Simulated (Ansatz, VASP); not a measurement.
**One calculation of Pt, two programs**

```
CELL_PARAMETERS angstrom
0.00000 1.97087 1.97087
1.97087 0.00000 1.97087
1.97087 1.97087 0.00000
ATOMIC_POSITIONS crystal
Pt 0.00000 0.00000 0.00000
```

Change from the starting cell: volume scaled by 1.02.

Alike in both runs: task single point; functional PBE; k mesh 18 × 18 × 18; occupations fermi-dirac, width 0.03 eV; no spin polarisation.

|  | VASP | Ansatz |
| --- | --- | --- |
| version | VASP 6.6.1 | Ansatz 0.2.0 |
| potentials or method | VASP PAW PBE potentials, release 64 (Pt), cutoff 520 eV | all-electron LAPW, scalar-relativistic |

|  | VASP | Ansatz | Ansatz less VASP |
| --- | --- | --- | --- |
| pressure (GPa) | 5.1 | 5.6 | +0.47 |

Ansatz ran all-electron here, and VASP with PAW potentials.

Spin-orbit coupling is off throughout.
